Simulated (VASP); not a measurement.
# TaN (P-6m2) in VASP: notebook

TaN is run at these levels: PBEsol, LDA; tasks: relaxation of cell and atoms.

Everything below comes from runs of VASP 6.6.1. Logs are shortened: lines on timing, memory, paths and dates and some standing lists are left out, and cuts for length are marked.

## 1. The cell of the first run

The structure is hexagonal, space group P-6m2 (No. 187). Conventional cell: a = 2.938 Å, b = 2.938 Å, c = 2.883 Å, α = 90.00°, β = 90.00°, γ = 120.00°. Ta (site symmetry -6m2) has 6 N at 2.23 Å and 8 Ta at 2.88 to 2.94 Å within 3.0 Å. Within 3.0 Å of N (site symmetry -6m2) lie 6 Ta at 2.23 Å and 8 N at 2.88 to 2.94 Å.

## 2. Relaxation of cell and atoms, PBEsol

Input file INCAR:

```
PREC = Accurate
ENCUT = 600
EDIFF = 1E-7
ISMEAR = -1
SIGMA = 0.1
LREAL = F
LASPH = T
NELM = 60
ALGO = Normal
ISIF = 3
LWAVE = F
LCHARG = F
GGA = PS
IBRION = 2
NSW = 80
EDIFFG = -0.01
```

Input file KPOINTS:

```
regular mesh
0
Gamma
  12 12 11
```

Input file POSCAR:

```
TaN
1.0
    2.9380000000      0.0000000000      0.0000000000
   -1.4690000000      2.5443826400      0.0000000000
    0.0000000000      0.0000000000      2.8830000000
Ta N
1 1
Direct
    0.3333333300      0.6666666700      0.5000000000
    0.0000000000      0.0000000000      0.0000000000
```

Potentials or basis: VASP PAW PBE potentials, release 64 (Ta_pv, N).

The run is started by

```
> cat potpaw_PBE.64/Ta_pv/POTCAR potpaw_PBE.64/N/POTCAR > POTCAR
> mpirun -np 1 vasp_std > vasp.out
```

OUTCAR:

```text
PREC = Accurate
   ENCUT = 600
   EDIFF = 1E-7
   ISMEAR = -1
   LREAL = F
   LASPH = T
   NELM = 60
   ISIF = 3
   GGA = PS
   IBRION = 2
   NSW = 80
   EDIFFG = -0.01

 ion  position               nearest neighbor table
   1  0.333  0.667  0.500-   2 2.23   2 2.23   2 2.23   2 2.23   2 2.23   2 2.23
   2  0.000  0.000  0.000-   1 2.23   1 2.23   1 2.23   1 2.23   1 2.23   1 2.23

  LATTYP: Found a hexagonal cell.
 ALAT       =     2.9380000000
 C/A-ratio  =     0.9812797822

  Lattice vectors:

 A1 = (   2.9380000000,   0.0000000000,   0.0000000000)
 A2 = (  -1.4690000000,   2.5443826400,   0.0000000000)
 A3 = (   0.0000000000,   0.0000000000,   2.8830000000)

Analysis of symmetry for initial positions (statically):
=====================================================================
 Subroutine PRICEL returns:
 Original cell was already a primitive cell.

 Routine SETGRP: Setting up the symmetry group for a
 hexagonal supercell.

 Subroutine GETGRP returns: Found 12 space group operations
 (whereof 12 operations were pure point group operations)
 out of a pool of 24 trial point group operations.

The static configuration has the point symmetry D_3h.

Analysis of symmetry for dynamics (positions and initial velocities):
=====================================================================
 Subroutine PRICEL returns:
 Original cell was already a primitive cell.

 Routine SETGRP: Setting up the symmetry group for a
 hexagonal supercell.

 Subroutine GETGRP returns: Found 12 space group operations
 (whereof 12 operations were pure point group operations)
 out of a pool of 24 trial point group operations.

The dynamic configuration has the point symmetry D_3h.

 Subroutine INISYM returns: Found 12 space group operations
 (whereof 12 operations are pure point group operations),
 and found     1 'primitive' translations

----------------------------------------------------------------------------------------

                                     Primitive cell

  volume of cell :      21.5516

  direct lattice vectors                    reciprocal lattice vectors
     2.938000000  0.000000000  0.000000000     0.340367597  0.196511323  0.000000000
    -1.469000000  2.544382640  0.000000000     0.000000000  0.393022647  0.000000000
     0.000000000  0.000000000  2.883000000     0.000000000  0.000000000  0.346860909

  length of vectors
     2.938000000  2.938000003  2.883000000     0.393022647  0.393022647  0.346860909

  position of ions in fractional coordinates (direct lattice)
     0.333333330  0.666666670  0.500000000
     0.000000000  0.000000000  0.000000000

  ion indices of the primitive-cell ions
   primitive index   ion index
                 1           1
                 2           2

----------------------------------------------------------------------------------------

 KPOINTS: regular mesh

Automatic generation of k-mesh.
 Grid dimensions read from file:
 generate k-points for:   12   12   11

 Generating k-lattice:

  Cartesian coordinates                     Fractional coordinates (reciprocal lattice)
     0.028363966  0.016375944  0.000000000     0.083333333  0.000000000  0.000000000
     0.000000000  0.032751887  0.000000000     0.000000000  0.083333333  0.000000000
     0.000000000  0.000000000  0.031532810     0.000000000  0.000000000  0.090909091

  Length of vectors
     0.032751887  0.032751887  0.031532810

  Shift w.r.t. Gamma in fractional coordinates (k-lattice)
     0.000000000  0.000000000  0.000000000

 Subroutine IBZKPT returns following result:
 ===========================================

 Found    114 irreducible k-points:

 Following reciprocal coordinates:
            Coordinates               Weight
  0.000000  0.000000  0.000000      1.000000
  0.083333 -0.000000  0.000000      6.000000
  0.166667 -0.000000  0.000000      6.000000
  0.250000 -0.000000  0.000000      6.000000
  0.333333 -0.000000  0.000000      6.000000
  0.416667 -0.000000  0.000000      6.000000
[... 16 lines left out ...]
  0.250000 -0.000000  0.090909     12.000000
  0.333333 -0.000000  0.090909     12.000000
 [... further k-points ...]
   k-points           NKPTS =    114   k-points in BZ     NKDIM =    114   number of bands    NBANDS=     12
   number of dos      NEDOS =    301   number of ions     NIONS =      2
   total plane-waves  NPLWV =  13824
   dimension x,y,z NGX =    24 NGY =   24 NGZ =   24
   dimension x,y,z NGXF=    48 NGYF=   48 NGZF=   48
   ions per type =               1   1
   NGX,Y,Z   is equivalent  to a cutoff of  13.58, 13.58, 13.84 a.u.
   NGXF,Y,Z  is equivalent  to a cutoff of  27.16, 27.16, 27.68 a.u.
 SYSTEM =  unknown system
   PREC   = accura    normal or accurate (medium, high low for compatibility)
   ISTART =      0    job   : 0-new  1-cont  2-samecut
   ICHARG =      2    charge: 1-file 2-atom 10-const
   ISPIN  =      1    spin polarized calculation?
   LNONCOLLINEAR =      F non collinear calculations
   LSORBIT =      F    spin-orbit coupling
   LASPH  =      T    aspherical Exc in radial PAW
   ENCUT  =  600.0 eV  44.10 Ry    6.64 a.u.   5.87  5.87  5.76*2*pi/ulx,y,z
   NELM   =     60;   NELMIN=  2; NELMDL= -5     # of ELM steps
   EDIFF  = 0.1E-06   stopping-criterion for ELM
   LREAL  =      F    real-space projection
   EDIFFG = -.1E-01   stopping-criterion for IOM
   NSW    =     80    number of steps for IOM
   IBRION =      2    ionic relax: 0-MD 1-quasi-New 2-CG
   NFREE  =      1    steps in history (QN), initial steepest desc. (CG)
   ISIF   =      3    stress and relaxation
   ISYM   =      2    0-nonsym 1-usesym 2-fastsym
   POTIM  = 0.5000    time-step for ionic-motion
   TEBEG  =    0.0;   TEEND  =   0.0 temperature during run
   PSTRESS=    0.0 pullay stress
   NELECT =      16.0000    total number of electrons
   NUPDOWN=      -1.0000    fix difference up-down
   EMIN   =  10.00;   EMAX   =-10.00  energy-range for DOS
   EFERMI =   0.00;   METHOD = LEGACY
   ISMEAR =    -1;   SIGMA  =   0.10  broadening in eV -4-tet -1-fermi 0-gaus
   EFERMI_NEDOS =   21; number of points for ismear=-14 and -15
   IALGO  =     38    algorithm
   IMIX   =      4    mixing-type and parameters
     AMIX     =   0.40;   BMIX     =  1.00
     AMIX_MAG =   1.60;   BMIX_MAG =  1.00
  volume/ion in A,a.u.               =      10.78        72.72
  Fermi-wavevector in a.u.,A,eV,Ry     =   1.482365  2.801264 29.897531  2.197407
  Thomas-Fermi vector in A             =   2.596160
   LORBIT       =      0    0 simple, 1 ext, 2 COOP (PROOUT), +10 PAW based schemes
   GGA     = PS    functional components
   LHFCALC =     F    Hartree Fock is set to
   AEXX    =    0.0000 exact exchange contribution
   IVDW    =     0    specifies the selected vdW correction
   LEPSILON=     F    determine dielectric tensor
   LRPA    =     F    only Hartree local field effects (RPA)
 conjugate gradient relaxation of ions
 non-spin polarized calculation
  energy-cutoff  :      600.00
  volume of cell :       21.55
 maximum number of plane-waves:       732
 NGX is ok and might be reduce to    24
   NGX = 11   NGY = 11   NGZ = 11

--------------------------------------- Ionic step        1  -------------------------------------------

 number of electron      16.0000001 magnetization

 Free energy of the ion-electron system (eV)
  ---------------------------------------------------
  ext. energy  EPLUGINS =         0.00000000
  ---------------------------------------------------
  free energy    TOTEN  =       -23.80638693 eV

  energy without entropy =      -23.80344946  energy(sigma->0) =      -23.80491819

------------------------ aborting loop because EDIFF is reached ----------------------------------------

  FORCE on cell =-STRESS in cart. coord.  units (eV):
  Direction    XX          YY          ZZ          XY          YZ          ZX
  --------------------------------------------------------------------------------------
  -------------------------------------------------------------------------------------
  Total       -0.5620115     -0.5620115     -0.5688754      0.0000000     -0.0000000      0.0000000
  in kB      -41.7808187    -41.7808188    -42.2910907      0.0000000     -0.0000000      0.0000000
  external PRESSURE =     -41.9509094 kB  Pullay stress =       0.0000000 kB
[... 165 lines left out ...]
  energy  without entropy=      -23.8068091649  energy(sigma->0) =      -23.80827434

--------------------------------------- Ionic step        6  -------------------------------------------

 number of electron      16.0000000 magnetization

 Free energy of the ion-electron system (eV)
  ---------------------------------------------------
  ext. energy  EPLUGINS =         0.00000000
  ---------------------------------------------------
  free energy    TOTEN  =       -23.80974929 eV

  energy without entropy =      -23.80680844  energy(sigma->0) =      -23.80827887

 E-fermi :   8.2276     XC(G=0): -13.5707

 val. band max:        8.1241765028   @ k =   0.0000   0.0000   0.4545
 cond. band min:       8.2397976586   @ k =   0.0000   0.0000   0.2727
 fundamental gap:      0.1156211558
 Fermi energy:         8.2276080392

 k-point     1 :       0.0000    0.0000    0.0000
  band No.  band energies     occupation
      1     -26.5276      2.00000
      2     -26.2523      2.00000
      3     -26.2523      2.00000
      4      -9.6103      2.00000
      5       3.6070      2.00000
      6       3.6070      2.00000
      7       3.9339      2.00000
      8       5.2900      2.00000
      9      10.5289      0.00000
     10      11.8679      0.00000
     11      11.8679      0.00000
     12      12.2651      0.00000
[... 331 lines left out ...]
 k-point    24 :       0.3333   -0.0000    0.0909
  band No.  band energies     occupation
      1     -27.0728      2.00000
      2     -26.4873      2.00000
      3     -26.4295      2.00000
      4      -7.8211      2.00000
      5       0.5703      2.00000
      6       3.1700      2.00000
      7       4.5719      2.00000
      8       5.4111      2.00000
      9      10.9077      0.00000
     10      11.2550      0.00000
     11      12.8963      0.00000
     12      13.2440      0.00000

 [... further k-points ...]

------------------------ aborting loop because EDIFF is reached ----------------------------------------

  FORCE on cell =-STRESS in cart. coord.  units (eV):
  Direction    XX          YY          ZZ          XY          YZ          ZX
  --------------------------------------------------------------------------------------
  -------------------------------------------------------------------------------------
  Total        0.0051936      0.0051936      0.0051580     -0.0000000      0.0000000      0.0000000
  in kB        0.3907513      0.3907513      0.3880675     -0.0000000      0.0000000      0.0000000
  external PRESSURE =       0.3898567 kB  Pullay stress =       0.0000000 kB
[... 17 lines left out ...]
  FREE ENERGIE OF THE ION-ELECTRON SYSTEM (eV)
  ---------------------------------------------------
  free  energy   TOTEN  =       -23.8097492946 eV

  energy  without entropy=      -23.8068084413  energy(sigma->0) =      -23.80827887

 reached required accuracy - stopping structural energy minimisation
```

Wall time 36 s (1 thread of Intel Xeon 6975P-C (Granite Rapids), shared host); peak memory 0.17 GiB.

What came out:

| Quantity | Value |
| --- | --- |
| Free energy | -23.8097 eV |
| Relaxed volume | 10.65 Å³/atom |
| Relaxed cell | a = 2.926 Å, b = 2.926 Å, c = 2.873 Å, α = 90.00°, β = 90.00°, γ = 120.00° |
| Space group after relaxing (to 0.1 Å) | P-6m2 (No. 187) |
| Energy gained by relaxing | 1.7 meV/atom |
| Ionic steps | 6 |
| Pressure after relaxing | 0.0 GPa |
| Band gap on the k mesh | zero (bands 8 and 9 overlap by 0.24 eV) |

Step by step:
| step | energy change (eV) | largest force (eV/Å) | pressure (GPa) | volume (Å³) |
| --- | --- | --- | --- | --- |
| 1 | 0.0000 | 0.0000 | -4.20 | 21.55 |
| 2 | 0.0180 | 0.0000 | 11.41 | 20.68 |
| 3 | -0.0033 | 0.0000 | -0.05 | 21.30 |
| 4 | -0.0033 | 0.0000 | 0.03 | 21.30 |
| 5 | -0.0034 | 0.0000 | 0.04 | 21.29 |
| 6 | -0.0034 | 0.0000 | 0.04 | 21.30 |

Final structure:
```yaml
crystal:
  lattice:
    - [2.92562, 0.00000, 0.00000]
    - [-1.46281, 2.53366, 0.00000]
    - [0.00000, 0.00000, 2.87285]
  atoms:
    - { symbol: Ta, position: [0.33333, 0.66667, 0.50000] }
    - { symbol: N, position: [0.00000, 0.00000, 0.00000] }
```

Caveat: the PAW data sets were made with another functional, which shifts forces and pressure a little; spin-orbit coupling is left out, which moves the levels of the heavy elements.

## 3. Relaxation of cell and atoms, LDA

Input file INCAR:

```
SYSTEM = TaN
ALGO = Normal
EDIFF = 1E-7
EDIFFG = -0.01
ENCUT = 600
GGA = CA
IBRION = 2
ISIF = 3
ISMEAR = -1
LASPH = .True.
LCHARG = .False.
LREAL = .False.
LWAVE = .False.
NELM = 80
NSW = 80
PREC = Accurate
SIGMA = 0.1
```

Input file KPOINTS:

```
k-points
0
Gamma
  12 12 11
  0 0 0
```

POSCAR is that of step 2.

Potentials or basis: VASP PAW LDA potentials, release 64 (Ta_pv, N).

The run is started by

```
> cat potpaw_LDA.64/Ta_pv/POTCAR potpaw_LDA.64/N/POTCAR > POTCAR
> mpirun -np 1 vasp_std > vasp.out
```

OUTCAR:

```text
SYSTEM = TaN
   EDIFF = 1E-7
   EDIFFG = -0.01
   ENCUT = 600
   GGA = CA
   IBRION = 2
   ISIF = 3
   ISMEAR = -1
   LASPH = .True.
   LREAL = .False.
   NELM = 80
   NSW = 80
   PREC = Accurate

 ion  position               nearest neighbor table
   1  0.333  0.667  0.500-   2 2.23   2 2.23   2 2.23   2 2.23   2 2.23   2 2.23
   2  0.000  0.000  0.000-   1 2.23   1 2.23   1 2.23   1 2.23   1 2.23   1 2.23

  LATTYP: Found a hexagonal cell.
 ALAT       =     2.9380000000
 C/A-ratio  =     0.9812797822

  Lattice vectors:

 A1 = (   2.9380000000,   0.0000000000,   0.0000000000)
 A2 = (  -1.4690000000,   2.5443826400,   0.0000000000)
 A3 = (   0.0000000000,   0.0000000000,   2.8830000000)

Analysis of symmetry for initial positions (statically):
=====================================================================
[... 413 lines left out ...]
      6       3.7324      2.00000
      7       4.0753      2.00000
      8       5.4986      2.00000
      9      10.9720      0.00000
     10      12.1109      0.00000
     11      12.1109      0.00000
     12      12.4912      0.00000
[... 331 lines left out ...]
 k-point    24 :       0.3333   -0.0000    0.0909
  band No.  band energies     occupation
      1     -26.7462      2.00000
      2     -26.1093      2.00000
      3     -26.0611      2.00000
      4      -7.4951      2.00000
      5       0.7279      2.00000
      6       3.3202      2.00000
      7       4.7393      2.00000
      8       5.5780      2.00000
      9      11.1498      0.00000
     10      11.4628      0.00000
     11      13.1981      0.00000
     12      13.4981      0.00000

 [... further k-points ...]

------------------------ aborting loop because EDIFF is reached ----------------------------------------

  FORCE on cell =-STRESS in cart. coord.  units (eV):
  Direction    XX          YY          ZZ          XY          YZ          ZX
  --------------------------------------------------------------------------------------
  -------------------------------------------------------------------------------------
  Total       -0.0138599     -0.0138599     -0.0053815      0.0000000     -0.0000000      0.0000000
  in kB       -1.0587754     -1.0587754     -0.4110988      0.0000000     -0.0000000      0.0000000
  external PRESSURE =      -0.8428832 kB  Pullay stress =       0.0000000 kB
[... 17 lines left out ...]
  FREE ENERGIE OF THE ION-ELECTRON SYSTEM (eV)
  ---------------------------------------------------
  free  energy   TOTEN  =       -24.7208443843 eV

  energy  without entropy=      -24.7174511713  energy(sigma->0) =      -24.71914778

 reached required accuracy - stopping structural energy minimisation
```

CONTCAR:

```text
TaN
   1.00000000000000
     2.9118692988120496    0.0000000000000000    0.0000000000000000
    -1.4559346494060248    2.5217527888543287    0.0000000000000000
     0.0000000000000000    0.0000000000000000    2.8562208570982701
  Ta              N
     1     1
Direct
     0.3333333300000021    0.6666666699999979    0.5000000000000000
     0.0000000000000000    0.0000000000000000    0.0000000000000000

  0.00000000E+00  0.00000000E+00  0.00000000E+00
  0.00000000E+00  0.00000000E+00  0.00000000E+00
```

Run time: 35 s. Hardware: 1 thread of Intel Xeon 6975P-C (Granite Rapids), shared host; peak memory 0.17 GiB.

Results:

```yaml
Free_energy: -24.7208 eV
Relaxed_volume: 10.49 Å³/atom
Relaxed_cell: a = 2.912 Å, b = 2.912 Å, c = 2.856 Å, α = 90.00°, β = 90.00°, γ = 120.00°
Space_group_after_relaxing_to_0.1_Å: P-6m2 (No. 187)
Energy_gained_by_relaxing: 9.2 meV/atom
Ionic_steps: 7
Pressure_after_relaxing: -0.1 GPa
Band_gap_on_the_k_mesh: zero (bands 8 and 9 overlap by 0.26 eV)
```

Step by step:
| step | energy change (eV) | largest force (eV/Å) | pressure (GPa) | volume (Å³) |
| --- | --- | --- | --- | --- |
| 1 | 0.0000 | 0.0000 | -9.86 | 21.55 |
| 2 | 0.1129 | 0.0000 | 31.25 | 19.55 |
| 3 | -0.0183 | 0.0000 | -0.30 | 20.99 |
| 4 | -0.0183 | 0.0000 | -0.07 | 20.97 |
| 5 | -0.0183 | 0.0000 | 0.15 | 20.96 |
| 6 | -0.0183 | 0.0000 | -0.34 | 20.99 |
| 7 | -0.0184 | 0.0000 | -0.08 | 20.97 |

Final structure:
```
Ta N
1.0
     2.91187    0.00000    0.00000
    -1.45593    2.52175    0.00000
     0.00000    0.00000    2.85622
Ta N
1 1
Direct
  0.33333 0.66667 0.50000
  0.00000 0.00000 0.00000
```

Caveat: spin-orbit coupling is left out, which moves the levels of the heavy elements. Zero-point motion and thermal expansion aren't in these numbers.
